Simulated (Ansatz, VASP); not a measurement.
**HfN in VASP and in Ansatz**

File INCAR:

```
SYSTEM = HfN
ALGO     = Normal         ! electronic algorithm
EDIFF    = 1E-6           ! SCF threshold, eV
ENCUT    = 520            ! plane-wave cutoff, eV
GGA      = PE             ! functional
ISIF     = 2              ! what is computed and relaxed
ISMEAR   = 0              ! smearing method
LASPH    = .TRUE.         ! aspherical terms in the spheres
LCHARG   = .FALSE.        ! write CHGCAR
LREAL    = .FALSE.        ! projectors in reciprocal space
LWAVE    = .FALSE.        ! write WAVECAR
NBANDS   = 23             ! bands
NELM     = 60             ! most SCF steps
PREC     = Accurate       ! precision mode
SIGMA    = 0.05           ! smearing width, eV
```

The input KPOINTS:

```
k-points
0
G
  10 10 8
  0 0 0
```

Contents of POSCAR:

```
HfN
1.0
    3.8213935411     -0.0233800237      0.0070469053
   -0.0233800237      3.8497578652     -0.0157089843
    0.0088042276     -0.0196264129      4.8799274196
Hf N
2 2
Direct
    0.4975459548     -0.0090302417      0.1727835896
   -0.0101981740      0.5074957993      0.8250761077
    0.0128498965     -0.0007918095     -0.0022207160
    0.4998023227      0.5023262519      0.0043610187
```

Input for Ansatz:

```yaml
crystal:
  lattice:
    - [3.8213935411, -0.0233800237, 0.0070469053]
    - [-0.0233800237, 3.8497578652, -0.0157089843]
    - [0.0088042276, -0.0196264129, 4.8799274196]
  atoms:
    - { symbol: Hf, position: [0.4975459548, -0.0090302417, 0.1727835896] }
    - { symbol: Hf, position: [-0.010198174, 0.5074957993, 0.8250761077] }
    - { symbol: "N", position: [0.0128498965, -0.0007918095, -0.002220716] }
    - { symbol: "N", position: [0.4998023227, 0.5023262519, 0.0043610187] }
basis:
  ecutwfc: 420
  ecutrho_ratio: 4
kpoints:
  mp_grid: { grid: [10, 10, 8] }
hamiltonian:
  xc: pbe
scf:
  occupations: { method: gaussian, width: 0.05 }
output:
  forces: true
  stress: true
  eigenvalues: true
```

Change from the starting cell: all atoms moved at random (sigma 0.03 Å), cell strained at random (1 %).

Alike in both runs: task single point; functional PBE; k mesh 10 × 10 × 8; occupations gaussian, width 0.05 eV; no spin polarisation.

```csv
,VASP,Ansatz
version,VASP 6.6.1,Ansatz 0.2.0
potentials or method,"VASP PAW PBE potentials, release 64 (Hf_pv, N), cutoff 520 eV","scalar-relativistic, plane waves, PAW"
valence electrons in the cell,30,62
```

```tsv
	VASP	Ansatz	Ansatz less VASP
gap on the k mesh at the Fermi level (eV)	none	none	-
pressure (GPa)	1.4	2.6	+1.28
traceless stress, the component that is largest in VASP (GPa)	2.40	2.40	+0.007
rms of the force components (eV/Å)	0.485	0.510	+0.0256
```

Atom by atom the forces differ by 0.074 eV/Å (rms over components). A gap of «none» marks a metal or a gap that the smearing closes. The functional is the same, so the differences come from potentials, cutoffs and numerics. VASP's potentials hold 30 valence electrons a cell and Ansatz's 62, so a difference there can come from the potentials and not from the codes.

Spin-orbit coupling is off throughout.
